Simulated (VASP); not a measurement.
Write the native input for VASP 6.6.1 that does the following.

```
Task                   : single point
Functional             : PBE
Potentials or basis    : VASP PAW PBE potentials, release 64 (Hf_pv, B)
Cutoff                 : 520 eV
k mesh                 : 13 × 13 × 11
Occupations            : fermi-dirac, width 0.05 eV
Spin                   : no spin polarisation
Dipole correction      : no
Further INCAR settings : ALGO = Normal; EDIFF = 1e-06; NBANDS = 15
```

The structure of HfB2 lies in POSCAR:

```
HfB2
1.0
    3.1400001005      0.0000000000      0.0000000000
   -1.5700000503      2.7193198549      0.0000000000
    0.0000000000      0.0000000000      3.5496000000
Hf B
1 2
Direct
    0.0000000000      0.0000000000      0.0000000000
    0.3333333333      0.6666666667      0.5000000000
    0.6666666667      0.3333333333      0.5000000000
```

This cell differs from its parent crystal: zz strain of +2 %.

These files were run (other wordings do the same):

INCAR

```
SYSTEM = HfB2
  PREC = Accurate
  ENCUT = 520
  EDIFF = 1E-6
  ISMEAR = -1
  SIGMA = 0.05
  LREAL = .FALSE.
  LASPH = .TRUE.
  NELM = 100
  ALGO = Normal
  ISIF = 2
  LWAVE = .FALSE.
  LCHARG = .FALSE.
  GGA = PE
  NBANDS = 15
```

KPOINTS

```
Automatic mesh
0
G
  13 13 11
  0 0 0
```

Potentials or basis: VASP PAW PBE potentials, release 64 (Hf_pv, B).

The run is started by

```sh
$ cat potpaw_PBE.64/Hf_pv/POTCAR potpaw_PBE.64/B/POTCAR > POTCAR
$ mpirun -np 1 vasp_std > vasp.out
```

Results of the run:

```
Pressure               : -3.5 GPa
Band gap on the k mesh : zero (band 8 reaches 8.32 eV, above the bottom of band 9 at 7.12 eV)
```

Caveat: the cell differs from its parent crystal (zz strain of +2 %); spin-orbit coupling is left out, which moves the levels of the heavy elements.

Run time: 17 s on 1 thread of Intel(R) Xeon(R) 6975P-C (Granite Rapids) (shared host), peak memory 0.18 GiB.
